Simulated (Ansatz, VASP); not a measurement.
# Two plane-wave programs on Al2O3

```
CELL_PARAMETERS angstrom
2.91728 0.00000 0.00000
-1.45864 2.52644 0.00000
0.00000 0.00000 7.42369
ATOMIC_POSITIONS crystal
Al 0.00000 0.00000 0.19074
Al 0.00000 0.00000 0.80926
O 0.33333 0.66667 0.27724
O 0.66667 0.33333 0.00000
O 0.33333 0.66667 0.72276
```

Alike in both runs: task single point; functional PBE; dispersion D3(BJ); k mesh 9 × 9 × 4; occupations gaussian, width 0.05 eV; no spin polarisation.

|  | VASP | Ansatz |
| --- | --- | --- |
| version | VASP 6.6.1 | Ansatz 0.2.0 |
| potentials or method | VASP PAW PBE potentials, release 64 (Al, O), cutoff 520 eV | scalar-relativistic, plane waves, PAW |
| valence electrons in the cell | 24 | 24 |

```csv
,VASP,Ansatz,Ansatz less VASP
gap on the k mesh at the Fermi level (eV),4.28,4.29,+0.015
least direct gap on the mesh (eV),4.41,4.43,+0.014
pressure (GPa),-5.5,-5.5,+0.02
"traceless stress, the component that is largest in VASP (GPa)",2.92,3.13,+0.209
rms of the force components (eV/Å),0.229,0.246,+0.0166
```

Atom by atom the forces differ by 0.017 eV/Å (rms over components).
